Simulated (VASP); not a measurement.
Here is a VASP 6.6.1 calculation.

File INCAR:

```
SYSTEM = PbO
PREC = Accurate ; ENCUT = 520
EDIFF = 1E-6 ; ISMEAR = 0
SIGMA = 0.05 ; LREAL = .False.
LASPH = .True. ; NELM = 80
ALGO = Normal ; ISIF = 2
LWAVE = .False. ; LCHARG = .False.
GGA = PS ; NBANDS = 28
```

KPOINTS

```
Automatic mesh
0
Gamma
  8 8 6
  0 0 0
```

The input POSCAR:

```
PbO
1.0
    4.0737600000      0.0000000000      0.0000000000
    0.0000000000      3.8750400000      0.0000000000
    0.0000000000      0.0000000000      5.0220000000
Pb O
2 2
Direct
    0.0000000000      0.5000000000      0.2351000000
    0.5000000000      0.0000000000      0.7649000000
    0.0000000000      0.0000000000      0.0000000000
    0.5000000000      0.5000000000      0.0000000000
```

Potentials or basis: VASP PAW PBE potentials, release 64 (Pb_d, O).

Launch:

```sh
$ cat potpaw_PBE.64/Pb_d/POTCAR potpaw_PBE.64/O/POTCAR > POTCAR
$ mpirun -np 1 vasp_std > vasp.out
```

Task: Predict the band gap on the k mesh.

Result: 1.16 eV (least direct gap 2.25 eV).

Task: What does it give for the largest force?

Result: 0.403 eV/Å.

Task: What does it give for the pressure?

Result: 1.3 GPa.

Forces in eV/Å, atoms in the order of the input:
```
Pb   0.000  0.000  0.220
Pb   0.000  0.000 -0.220
O    0.000  0.000 -0.403
O    0.000  0.000  0.403
```

Caveat: the cell differs from its parent crystal (strain +0.0250 x Voigt [1, -1, 0, 0, 0, 0]); the PAW data sets were made with another functional, which shifts forces and pressure a little; spin-orbit coupling is left out, which moves the levels of the heavy elements. A k mesh can miss the band edges.
